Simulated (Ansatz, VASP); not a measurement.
Two plane-wave programs on P

```xyz
1
Lattice="-1.5651 1.5651 1.5651 1.5651 -1.5651 1.5651 1.5651 1.5651 -1.5651" Properties=species:S:1:pos:R:3 pbc="T T T"
P     0.0000    0.0000    0.0000
```

Alike in both runs: task single point; functional PBEsol; k mesh 16 × 16 × 16; occupations fermi-dirac, width 0.1 eV; no spin polarisation.

|  | VASP | Ansatz |
| --- | --- | --- |
| version | VASP 6.6.1 | Ansatz 0.2.0 |
| potentials or method | VASP PAW PBE potentials, release 64 (P), cutoff 520 eV | plane waves (420 eV) with PAW, scalar-relativistic |
| valence electrons in the cell | 5 | 5 |

Ansatz gave:

* pressure (GPa): -10.0

Question: What did VASP give for the same quantities?

Answer: Pressure (GPa): -9.9.

VASP's potentials were made for PBE, not for PBEsol, and Ansatz warns of the same on its side.
